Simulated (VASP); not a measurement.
Input of a VASP 6.6.1 run:

INCAR

```
SYSTEM = InP
ALGO = Normal
EDIFF = 1E-6
ENCUT = 520
ISIF = 2
ISMEAR = -1
LASPH = .TRUE.
LCHARG = .FALSE.
LREAL = .FALSE.
LWAVE = .FALSE.
NBANDS = 16
NELM = 100
PREC = Accurate
SIGMA = 0.05
```

Contents of KPOINTS:

```
k-points
0
G
  8 8 8
  0 0 0
```

POSCAR

```
InP
1.0
    0.0000000000      2.7688340000      2.7688340000
    2.7688340000      0.0000000000      2.7688340000
    2.7688340000      2.7688340000      0.0000000000
In P
1 1
Direct
    0.0000000000      0.0000000000      0.0000000000
    0.5000000000      0.5000000000      0.5000000000
```

Potentials or basis: VASP PAW LDA potentials, release 64 (In_d, P).

Run with:

```console
$ cat potpaw_LDA.64/In_d/POTCAR potpaw_LDA.64/P/POTCAR > POTCAR
$ mpirun -np 1 vasp_std > vasp.out
```

Problem. Predict the band gap on the k mesh.

Solution. Zero (band 9 reaches 7.17 eV, above the bottom of band 10 at 4.51 eV).

Problem. Predict the pressure.

Solution. -5.1 GPa.

Caveat: spin-orbit coupling is left out, which moves the levels of the heavy elements.
